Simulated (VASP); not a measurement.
TiAl, 2 atoms in the cell. The structure is tetragonal, space group P4/mmm (No. 123). The conventional cell has a = 2.795 Å, b = 2.795 Å, c = 4.223 Å, α = 90.00°, β = 90.00°, γ = 90.00°. Ti (site symmetry 4/mmm) has 4 Ti at 2.79 Å and 8 Al at 2.89 Å within 3.7 Å. Al (site symmetry 4/mmm) has 4 Al at 2.79 Å and 8 Ti at 2.89 Å within 3.7 Å.  This cell differs from its parent crystal: strain along c alone, the other axes held: +4.5 %.

```yaml
Program: VASP 6.6.1
Task: single point
Functional: PBEsol
Potentials_or_basis: VASP PAW PBE potentials, release 64 (Ti_sv, Al)
Cutoff: 520 eV
k_mesh: 16 × 16 × 10
Occupations: gaussian, width 0.1 eV
Spin: no spin polarisation
Dipole_correction: no
Further_INCAR_settings: ALGO = Fast; EDIFF = 1e-07; NBANDS = 14
```

Potentials or basis: VASP PAW PBE potentials, release 64 (Ti_sv, Al).

The run is started by

```sh
$ cat potpaw_PBE.64/Ti_sv/POTCAR potpaw_PBE.64/Al/POTCAR > POTCAR
$ mpirun -np 1 vasp_std > vasp.out
```

Hardware: 1 thread of Intel(R) Xeon(R) 6975P-C (Granite Rapids), with other jobs on the host.

Q: How long does it take, and how much memory?

A: Run time: 86 s on 1 thread of Intel(R) Xeon(R) 6975P-C (Granite Rapids), with other jobs on the host, peak memory 0.25 GiB. Counts: scf iterations 31, k points 270.
